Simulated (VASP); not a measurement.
Write the native input for VASP 6.6.1 that does the following.

| Quantity | Value |
| --- | --- |
| Task | single point |
| Functional | r2SCAN |
| Potentials or basis | VASP PAW PBE potentials, release 64 (Mg_sv, O) |
| Cutoff | 920 eV |
| k mesh | 10 × 10 × 10 |
| Occupations | gaussian, width 0.01 eV |
| Spin | no spin polarisation |
| Dipole correction | no |
| Further INCAR settings | ALGO = Normal; EDIFF = 1e-06; NBANDS = 15 |

MgO:

```xyz
2
Lattice="2.6080 -0.0629 -0.0629 -0.0629 2.6080 -0.0629 -0.0629 -0.0629 2.6080" Properties=species:S:1:pos:R:3 pbc="T T T"
Mg    0.0000    0.0000    0.0000
O     1.2411    1.2411    1.2411
```

This cell differs from its parent crystal: epitaxial 111 strain +1.8%.

One way to write it, as run:

POSCAR

```
MgO
1.0
    2.6079589253     -0.0628728224     -0.0628728224
   -0.0628728224      2.6079589253     -0.0628728224
   -0.0628728224     -0.0628728224      2.6079589253
Mg O
1 1
Direct
    0.0000000000      0.0000000000      0.0000000000
    0.5000000000      0.5000000000      0.5000000000
```

INCAR.step1

```
SYSTEM = MgO
PREC = Accurate
ENCUT = 920
ISMEAR = 0
SIGMA = 0.01
LREAL = .FALSE.
LASPH = .TRUE.
NELM = 120
NBANDS = 15
GGA = PE
ALGO = Normal
EDIFF = 1E-5
LWAVE = .TRUE.
LCHARG = .FALSE.
GGA_COMPAT = .FALSE.
```

INCAR.step2

```
SYSTEM = MgO
PREC = Accurate
ENCUT = 920
EDIFF = 1E-6
ISMEAR = 0
SIGMA = 0.01
LREAL = .FALSE.
LASPH = .TRUE.
NELM = 120
ALGO = Normal
ISIF = 2
LWAVE = .FALSE.
LCHARG = .TRUE.
METAGGA = R2SCAN
LMIXTAU = .TRUE.
LELF = .TRUE.
LVHAR = .TRUE.
NBANDS = 15
ISTART = 1
GGA_COMPAT = .FALSE.
```

KPOINTS

```
Automatic mesh
0
G
  10 10 10
  0 0 0
```

Potentials or basis: VASP PAW PBE potentials, release 64 (Mg_sv, O).

Run with:

```console
$ cat potpaw_PBE.64/Mg_sv/POTCAR potpaw_PBE.64/O/POTCAR > POTCAR
$ cp INCAR.step1 INCAR
$ mpirun -np 1 vasp_std > vasp.out
$ cp INCAR.step2 INCAR
$ mpirun -np 1 vasp_std > vasp.out
```

It gave:

| Property | Result |
| --- | --- |
| Pressure | 4.4 GPa |
| Band gap on the k mesh | 3.75 eV (least direct gap 4.66 eV) |

Caveat: the cell differs from its parent crystal (epitaxial 111 strain +1.8%); the cell stands under pressure; the structure was generated, so it needn't be the stable form of MgO; the PAW data sets were made with another functional, which shifts forces and pressure a little.

Run time: 3.2 min on 1 thread of Intel(R) Xeon(R) Platinum 8275CL CPU @ 3.00GHz (Skylake/Cascade Lake), with other jobs on the host, peak memory 0.21 GiB.
